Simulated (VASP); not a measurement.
Tc:

```xyz
1
Lattice="2.5100 0.0000 0.0000 0.0000 2.5100 0.0000 0.0000 0.0000 2.5100" Properties=species:S:1:pos:R:3 pbc="T T T"
Tc    0.0000    0.0000    0.0000
```

* Program: VASP 6.6.1
* Task: relaxation of cell and atoms
* Functional: LDA
* Potentials or basis: VASP PAW LDA potentials, release 64 (Tc_pv)
* Cutoff: 600 eV
* k mesh: 17 × 17 × 17
* Occupations: fermi-dirac, width 0.05 eV
* Spin: no spin polarisation

At the start: pressure -6.2 GPa; volume 15.81 Å³/atom.

Problem. How do energy, volume and symmetry change on relaxing?

Solution. Over 4 steps the energy falls by 7.9 meV/atom and the volume is 15.42 Å³/atom (-2.5 %); space group Pm-3m (No. 221, to 0.05 Å).

The path:
| step | energy change (eV) | largest force (eV/Å) | pressure (GPa) | volume (Å³) |
| --- | --- | --- | --- | --- |
| 1 | 0.0000 | 0.0000 | -6.23 | 15.81 |
| 2 | 0.0473 | 0.0000 | 19.38 | 14.45 |
| 3 | -0.0079 | 0.0000 | -0.18 | 15.43 |
| 4 | -0.0079 | 0.0000 | -0.01 | 15.42 |

Final structure:
```
Tc
1.0
     2.48876    0.00000    0.00000
     0.00000    2.48876    0.00000
     0.00000    0.00000    2.48876
Tc
1
Direct
  0.00000 0.00000 0.00000
```
